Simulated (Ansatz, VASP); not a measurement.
# One calculation of Rh, two programs

```
Rh
1.0
     0.00000    1.95238    1.95238
     1.95238    0.00000    1.95238
     1.95238    1.95238    0.00000
Rh
1
Direct
  0.00000 0.00000 0.00000
```

Alike in both runs: task single point; functional RPBE; k mesh 23 × 23 × 23; occupations fermi-dirac, width 0.05 eV; collinear spin.

|  | VASP | Ansatz |
| --- | --- | --- |
| version | VASP 6.6.1 | Ansatz 0.2.0 |
| potentials or method | VASP PAW PBE potentials, release 64 (Rh_pv), cutoff 520 eV | plane waves (420 eV) with PAW, scalar-relativistic |
| valence electrons in the cell | 15 | 17 |

VASP gave:

* pressure (GPa): -8.3
* net moment per atom (μB): 0.00

Question: Estimate Ansatz's values.

Answer: Pressure (GPa): -8.4; net moment per atom (μB): 0.00.

VASP's potentials were made for PBE, not for RPBE. VASP's potentials hold 15 valence electrons a cell and Ansatz's 17, so a difference there can come from the potentials and not from the codes. Ansatz's warnings: seeded moment not kept.
